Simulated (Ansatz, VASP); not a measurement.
## Two plane-wave programs on Sn

```
CELL_PARAMETERS angstrom
-1.65896 1.78298 2.21529
1.65896 -1.78298 2.21529
1.65896 1.78298 -2.21529
ATOMIC_POSITIONS crystal
Sn 0.00332 0.99901 0.99805
```

Alike in both runs: task single point; functional PBEsol; k mesh 8 × 8 × 8; no spin polarisation.

```csv
,VASP,Ansatz
version,VASP 6.6.1,Ansatz 0.2.0
potentials or method,"VASP PAW PBE potentials, release 64 (Sn_d)","plane waves, PAW"
plane-wave cutoff (eV),520,420
occupations,"fermi-dirac, width 0.1 eV",fermi-dirac
valence electrons in the cell,14,14
```

Ansatz gave:

| Property | Result |
| --- | --- |
| pressure (GPa) | 0.4 |
| traceless stress, the component that is largest in VASP (GPa) | 0.83 |

**Question.** Estimate VASP's values.

**Answer.** Pressure (GPa): 0.3; traceless stress, the component that is largest in VASP (GPa): 0.83.

VASP's potentials were made for PBE, not for PBEsol.
